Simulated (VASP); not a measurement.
# ZnS (P6_3mc) in VASP: a series of runs, part 2 of 2

VASP 6.6.1. Earlier steps stand in the parts before.

### Step 4. Relaxation of cell and atoms, PBEsol, target pressure 40 GPa, at which the enthalpy is minimised

This run uses another cell than the first one, of 14.91 Å³/atom, 0.776 times its volume.

Input file INCAR:

```
ALGO = Normal ; EDIFF = 1E-6
EDIFFG = -0.008 ; ENCUT = 600
GGA = PS ; IBRION = 2
ISIF = 3 ; ISMEAR = 0
LASPH = T ; LCHARG = F
LREAL = F ; LWAVE = F
NELM = 100 ; NSW = 70
PREC = Accurate ; PSTRESS = 400.0
SIGMA = 0.02
```

Input file KPOINTS:

```
k-points
0
Gamma
  12 12 6
```

Input file POSCAR:

```
ZnS
1.0
    3.4617894771      0.0000000000      0.0000000000
   -1.7308947385      2.9979976297      0.0000000000
    0.0000000000      0.0000000000      5.7480916306
Zn S
2 2
Direct
    0.3333333333      0.6666666667      0.0022973893
    0.6666666667      0.3333333333      0.5022973893
    0.3333333333      0.6666666667      0.3727026107
    0.6666666667      0.3333333333      0.8727026107
```

Potentials or basis: VASP PAW PBE potentials, release 64 (Zn, S).

Run with:

```console
$ cat potpaw_PBE.64/Zn/POTCAR potpaw_PBE.64/S/POTCAR > POTCAR
$ mpirun -np 1 vasp_std > vasp.out
```

OUTCAR:

```text
EDIFF = 1E-6
   EDIFFG = -0.008
   ENCUT = 600
   GGA = PS
   IBRION = 2
   ISIF = 3
   ISMEAR = 0
   LASPH = T
   LREAL = F
   NELM = 100
   NSW = 70
   PREC = Accurate
   PSTRESS = 400.0

 ion  position               nearest neighbor table
   1  0.333  0.667  0.002-   3 2.13   4 2.13   4 2.13   4 2.13
   2  0.667  0.333  0.502-   4 2.13   3 2.13   3 2.13   3 2.13
   3  0.333  0.667  0.373-   1 2.13   2 2.13   2 2.13   2 2.13
   4  0.667  0.333  0.873-   2 2.13   1 2.13   1 2.13   1 2.13

  LATTYP: Found a hexagonal cell.
 ALAT       =     3.4617894771
 C/A-ratio  =     1.6604393966

  Lattice vectors:

 A1 = (   3.4617894771,   0.0000000000,   0.0000000000)
 A2 = (  -1.7308947385,   2.9979976297,   0.0000000000)
 A3 = (   0.0000000000,   0.0000000000,   5.7480916306)

Analysis of symmetry for initial positions (statically):
=====================================================================
 Subroutine PRICEL returns:
 Original cell was already a primitive cell.

[... 183 lines left out ...]
  --------------------------------------------------------------------------------------
  -------------------------------------------------------------------------------------
  Total       13.0475612     13.0475612     13.2761449      0.0000000     -0.0000000      0.0000000
  in kB      350.4163028    350.4163028    356.5553388      0.0000000     -0.0000000      0.0000000
  external PRESSURE =     -47.5373518 kB  Pullay stress =     400.0000000 kB
[... 103 lines left out ...]
  energy  without entropy=      -13.3640546093  energy(sigma->0) =      -13.36405461

  enthalpy is  TOTEN    =         1.2372832916 eV   P V=       14.6013379010

[... ionic steps 4 to 8 ...]

--------------------------------------- Ionic step        9  -------------------------------------------

 number of electron      36.0000012 magnetization

------------------------ aborting loop because EDIFF is reached ----------------------------------------
[... 75 lines left out ...]
--------------------------------------- Ionic step       11  -------------------------------------------

 number of electron      36.0000012 magnetization

 Free energy of the ion-electron system (eV)
  ---------------------------------------------------
  ext. energy  EPLUGINS =         0.00000000
  ---------------------------------------------------
  free energy    TOTEN  =       -13.33849632 eV

  energy without entropy =      -13.33849632  energy(sigma->0) =      -13.33849632

 E-fermi :   5.6403     XC(G=0): -11.3357

 val. band max:        5.4873366769   @ k =   0.0000   0.0000   0.0000
 cond. band min:       8.0958565575   @ k =   0.3333   0.3333   0.0000
 fundamental gap:      2.6085198805
 Fermi energy:         5.6402880211

 k-point     1 :       0.0000    0.0000    0.0000
  band No.  band energies     occupation
      1     -10.3968      2.00000
      2      -8.8540      2.00000
      3      -2.8144      2.00000
      4      -2.6757      2.00000
      5      -2.6757      2.00000
      6      -2.6173      2.00000
[... 589 lines left out ...]
     21      11.0255      0.00000
     22      11.8908      0.00000

 [... further k-points ...]
[... 5 lines left out ...]
  --------------------------------------------------------------------------------------
  -------------------------------------------------------------------------------------
  Total       14.5755197     14.5755197     14.5825323      0.0000000      0.0000000      0.0000000
  in kB      400.0964875    400.0964875    400.2889823      0.0000000      0.0000000      0.0000000
  external PRESSURE =       0.1606524 kB  Pullay stress =     400.0000000 kB
[... 23 lines left out ...]
  energy  without entropy=      -13.3384963237  energy(sigma->0) =      -13.33849632

  enthalpy is  TOTEN    =         1.2335083049 eV   P V=       14.5720046286

 reached required accuracy - stopping structural energy minimisation
```

OSZICAR:

```text
N       E                     dE             d eps       ncg     rms          rms(c)
DAV:   1     0.264141124296E+03    0.26414E+03   -0.19614E+04  3344   0.241E+03
[... 99 lines left out ...]
DAV:   1    -0.133401321954E+02   -0.19765E-01   -0.56208E-02  3854   0.259E+00    0.363E-01
DAV:   2    -0.133390580866E+02    0.10741E-02   -0.75697E-03  4080   0.180E+00    0.160E-01
DAV:   3    -0.133386166921E+02    0.44139E-03   -0.63276E-04  4030   0.342E-01    0.860E-02
DAV:   4    -0.133384963527E+02    0.12034E-03   -0.30631E-04  3962   0.176E-01    0.293E-02
DAV:   5    -0.133384963479E+02    0.47221E-08   -0.70360E-05  3890   0.981E-02    0.145E-02
DAV:   6    -0.133384966962E+02   -0.34824E-06   -0.10733E-05  3590   0.623E-02    0.602E-03
DAV:   7    -0.133384963237E+02    0.37249E-06   -0.11039E-06  1852   0.297E-02
  11 F= 0.12335083E+01 E0= 0.12335083E+01  d E =-.333335E-04
```

Wall time 4.9 min (1 thread of Intel Xeon 6975P-C (Granite Rapids), shared host); peak memory 0.26 GiB.

Results:

```
Free energy                                            : -13.3385 eV
Relaxed volume                                         : 14.59 Å³/atom
Relaxed cell                                           : a = 3.414 Å, b = 3.414 Å, c = 5.782 Å, α = 90.00°, β = 90.00°, γ = 120.00°
Space group after relaxing (to 0.05 Å)                 : P6_3mc (No. 186)
Energy change on relaxing (the enthalpy is what falls) : +74.9 meV/atom
Ionic steps                                            : 11
Pressure after relaxing                                : 40.0 GPa
Band gap on the k mesh                                 : 2.61 eV, indirect (least direct gap 3.28 eV)
```

Step by step:
```
step  energy change (eV)  largest force (eV/Å)  pressure (GPa)  volume (Å³)
   1              0.0000                0.0457           35.25        59.66
   2              0.9988                0.0915           50.53        55.92
   3              0.2742                0.0587           39.75        58.48
   4              0.2928                0.0597           40.11        58.41
   5              0.2866                0.0594           39.98        58.43
   6              0.2874                0.0504           39.90        58.43
   7              0.2910                0.0166           39.94        58.40
   8              0.3048                0.0681           39.98        58.35
   9              0.2958                0.0196           39.94        58.38
  10              0.3179                0.0972           40.24        58.30
  11              0.2998                0.0014           40.02        58.37
```

Final structure:
```xyz
4
Lattice="3.4142 0.0000 0.0000 -1.7071 2.9568 0.0000 0.0000 0.0000 5.7816" Properties=species:S:1:pos:R:3 pbc="T T T"
Zn    0.0000    1.9712    0.0302
Zn    1.7071    0.9856    2.9211
S     0.0000    1.9712    2.1379
S     1.7071    0.9856    5.0287
```

Caveat: the cell is relaxed towards a set pressure, so the enthalpy falls and the energy may rise; the PAW data sets were made with another functional, which shifts forces and pressure a little.

### Step 5. Relaxation of cell and atoms, PBEsol, target pressure 20 GPa, at which the enthalpy is minimised

This run uses another cell than the first one, of 16.08 Å³/atom, 0.836 times its volume.

Input file INCAR:

```
SYSTEM = ZnS
PREC     = Accurate       ! precision mode
ENCUT    = 600            ! plane-wave cutoff, eV
EDIFF    = 1E-7           ! SCF threshold, eV
ISMEAR   = 0              ! smearing method
SIGMA    = 0.02           ! smearing width, eV
LREAL    = .FALSE.        ! projectors in reciprocal space
LASPH    = .TRUE.         ! aspherical terms in the spheres
NELM     = 80             ! most SCF steps
ALGO     = Normal         ! electronic algorithm
ISIF     = 3              ! what is computed and relaxed
LWAVE    = .FALSE.        ! write WAVECAR
LCHARG   = .FALSE.        ! write CHGCAR
GGA      = PS             ! functional
IBRION   = 2              ! ionic algorithm
NSW      = 70             ! ionic steps
EDIFFG   = -0.008         ! ionic threshold
PSTRESS  = 200.0
```

Input file KPOINTS:

```
Automatic mesh
0
G
  12 12 6
  0 0 0
```

Input file POSCAR:

```
ZnS
1.0
    3.5574355639      0.0000000000      0.0000000000
   -1.7787177819      3.0808295707      0.0000000000
    0.0000000000      0.0000000000      5.8678355261
Zn S
2 2
Direct
    0.3333333333      0.6666666667      0.0012157315
    0.6666666667      0.3333333333      0.5012157315
    0.3333333333      0.6666666667      0.3737842685
    0.6666666667      0.3333333333      0.8737842685
```

Run with:

```console
$ cat potpaw_PBE.64/Zn/POTCAR potpaw_PBE.64/S/POTCAR > POTCAR
$ mpirun -np 1 vasp_std > vasp.out
```

Run time: 3 min. Hardware: 1 thread of Intel Xeon 6975P-C (Granite Rapids), shared host; peak memory 0.26 GiB.

The run converged. Its results:

| Property | Result |
| --- | --- |
| Free energy | -14.5069 eV |
| Relaxed volume | 16.19 Å³/atom |
| Relaxed cell | a = 3.559 Å, b = 3.559 Å, c = 5.904 Å, α = 90.00°, β = 90.00°, γ = 120.00° |
| Space group after relaxing (to 0.05 Å) | P6_3mc (No. 186) |
| Energy change on relaxing (the enthalpy is what falls) | -14.9 meV/atom |
| Ionic steps | 6 |
| Pressure after relaxing | 20.0 GPa |
| Largest force after relaxing | 0.004 eV/Å |
| Band gap on the k mesh | 2.92 eV, direct |

Forces on the atoms (eV/Å):
```
Zn   0.000  0.000  0.004
Zn   0.000  0.000  0.004
S    0.000  0.000 -0.004
S    0.000  0.000 -0.004
```

Step by step:
| step | energy change (eV) | largest force (eV/Å) | pressure (GPa) | volume (Å³) |
| --- | --- | --- | --- | --- |
| 1 | 0.0000 | 0.0366 | 21.20 | 64.31 |
| 2 | -0.1393 | 0.0150 | 18.44 | 65.44 |
| 3 | -0.0643 | 0.0268 | 19.94 | 64.81 |
| 4 | -0.0630 | 0.0270 | 19.98 | 64.80 |
| 5 | -0.0623 | 0.0214 | 19.93 | 64.79 |
| 6 | -0.0596 | 0.0039 | 20.01 | 64.77 |

Final structure:
```yaml
crystal:
  lattice:
    - [3.55924, 0.00000, 0.00000]
    - [-1.77962, 3.08240, 0.00000]
    - [0.00000, 0.00000, 5.90362]
  atoms:
    - { symbol: Zn, position: [0.33333, 0.66667, 0.00214] }
    - { symbol: Zn, position: [0.66667, 0.33333, 0.50214] }
    - { symbol: S, position: [0.33333, 0.66667, 0.37286] }
    - { symbol: S, position: [0.66667, 0.33333, 0.87286] }
```

Levels at points of the mesh, in eV from the valence-band top:
```tsv
k point	band 15	band 16	band 17	band 18	band 19	band 20	band 21	band 22
(0.00, 0.00, 0.00)	-1.22	-0.19	0.00	0.00	2.92	3.39	6.04	6.04
(0.50, 0.00, 0.00)	-4.38	-3.04	-2.45	-1.21	3.28	4.51	4.70	6.56
(0.00, 0.00, 0.50)	-0.64	-0.64	-0.64	-0.64	3.97	3.97	6.55	6.55
(0.50, 0.00, 0.50)	-2.28	-2.28	-2.20	-2.20	3.28	3.28	4.88	4.88
```

Caveat: the cell is relaxed towards a set pressure, so the enthalpy falls and the energy may rise; the PAW data sets were made with another functional, which shifts forces and pressure a little.

### Step 6. Overview

```tsv
task	cell	cutoff (eV)	gap on the mesh (eV)	pressure (GPa)
single point	a = 3.782, b = 3.782, c = 6.207 Å, angles 90.0, 90.0, 120.0°, 4 atoms	520	2.16	0.2
single point	a = 3.817, b = 3.817, c = 6.260 Å, angles 90.0, 90.0, 120.0°, 4 atoms	520	2.04	-1.8
relaxation of cell and atoms	relaxed to 40 GPa from a = 3.462, b = 3.462, c = 5.748 Å, angles 90.0, 90.0, 120.0°, 4 atoms	600	2.61	40.0
relaxation of cell and atoms	relaxed to 20 GPa from a = 3.557, b = 3.557, c = 5.868 Å, angles 90.0, 90.0, 120.0°, 4 atoms	600	2.92	20.0
```

Alike in all rows: level PBEsol; potentials or basis VASP PAW PBE potentials, release 64 (Zn, S); no spin polarisation; k mesh 12 × 12 × 6; smearing gaussian 0.02 eV.

Caveats: the PAW data sets were made with another functional, which shifts forces and pressure a little; the cell is relaxed towards a set pressure, so the enthalpy falls and the energy may rise (some runs).

Total energies depend on the potentials used, so only differences within one code and one set of settings carry meaning.
